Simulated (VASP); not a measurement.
A run of VASP 6.6.1 is set up as follows.

INCAR

```
SYSTEM = Cu
  ALGO = Normal
  EDIFF = 1E-6
  ENCUT = 520
  GGA = PS
  ISIF = 2
  ISMEAR = 1
  LASPH = .TRUE.
  LCHARG = .FALSE.
  LREAL = .FALSE.
  LWAVE = .FALSE.
  NBANDS = 30
  NELM = 60
  PREC = Accurate
  SIGMA = 0.1
```

The input KPOINTS:

```
k-points
0
G
  11 11 3
  0 0 0
```

POSCAR

```
Cu
1.0
    2.5307640000      0.0000000000      0.0000000000
   -1.2653820000      2.1917059150      0.0000000000
    0.0000000000      0.0000000000      8.2618150000
Cu
4
Direct
    0.0000000000      0.0000000000      0.0000000000
    0.3333330000      0.6666670000      0.2500000000
    0.0000000000      0.0000000000      0.5000000000
    0.6666670000      0.3333330000      0.7500000000
```

Potentials or basis: VASP PAW PBE potentials, release 64 (Cu).

Launch:

```bash
$ cat potpaw_PBE.64/Cu/POTCAR > POTCAR
$ mpirun -np 1 vasp_std > vasp.out
```

**Question.** What does it give for the pressure?

**Answer.** -1.5 GPa.

**Question.** Estimate the band gap on the k mesh.

**Answer.** Zero (band 22 reaches 10.44 eV, above the bottom of band 23 at 6.01 eV).

Stress tensor (GPa, compression positive):
```
-2.00  0.00  0.00
 0.00 -2.00  0.00
 0.00  0.00 -0.36
```

Caveat: the PAW data sets were made with another functional, which shifts forces and pressure a little.
